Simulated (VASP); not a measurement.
Write the native input for VASP 6.6.1 that does the following.

```yaml
Task: single point
Functional: LDA
Potentials_or_basis: VASP PAW LDA potentials, release 64 (Si, O)
Cutoff: 520 eV
k_mesh: 6 × 6 × 8
Occupations: gaussian, width 0.01 eV
Spin: no spin polarisation
Dipole_correction: no
Further_INCAR_settings: ALGO = Normal; EDIFF = 1e-06; NBANDS = 25
```

The structure of SiO2 lies in POSCAR:

```
SiO2
1.0
    4.0701421467      0.0000000000      0.0000000000
    0.0000000000      4.0701421467      0.0000000000
    0.0000000000      0.0000000000      2.5968311707
Si O
2 4
Direct
    0.0000000000      0.0000000000      0.0000000000
    0.5000000000      0.5000000000      0.5000000000
    0.3059000000      0.3059000000      0.0000000000
    0.1941000000      0.8059000000      0.5000000000
    0.6941000000      0.6941000000      0.0000000000
    0.8059000000      0.1941000000      0.5000000000
```

These files were run (other wordings do the same):

INCAR

```
ALGO     = Normal         # electronic algorithm
EDIFF    = 1E-6           # SCF threshold, eV
ENCUT    = 520            # plane-wave cutoff, eV
GGA      = CA             # functional
ISIF     = 2              # what is computed and relaxed
ISMEAR   = 0              # smearing method
LASPH    = T              # aspherical terms in the spheres
LCHARG   = F              # write CHGCAR
LREAL    = F              # projectors in reciprocal space
LWAVE    = F              # write WAVECAR
NBANDS   = 25             # bands
NELM     = 80             # most SCF steps
PREC     = Accurate       # precision mode
SIGMA    = 0.01           # smearing width, eV
```

KPOINTS

```
k-points
0
Gamma
  6 6 8
```

Potentials or basis: VASP PAW LDA potentials, release 64 (Si, O).

Run with:

```bash
$ cat potpaw_LDA.64/Si/POTCAR potpaw_LDA.64/O/POTCAR > POTCAR
$ mpirun -np 1 vasp_std > vasp.out
```

It gave:

```yaml
Pressure: 27.2 GPa
Largest_force: 0.574 eV/Å
Band_gap_on_the_k_mesh: 6.71 eV
```

Caveat: the cell stands under pressure.

Wall time 65 s on 1 thread of Intel Xeon 8259CL (shared host), peak memory 0.15 GiB.
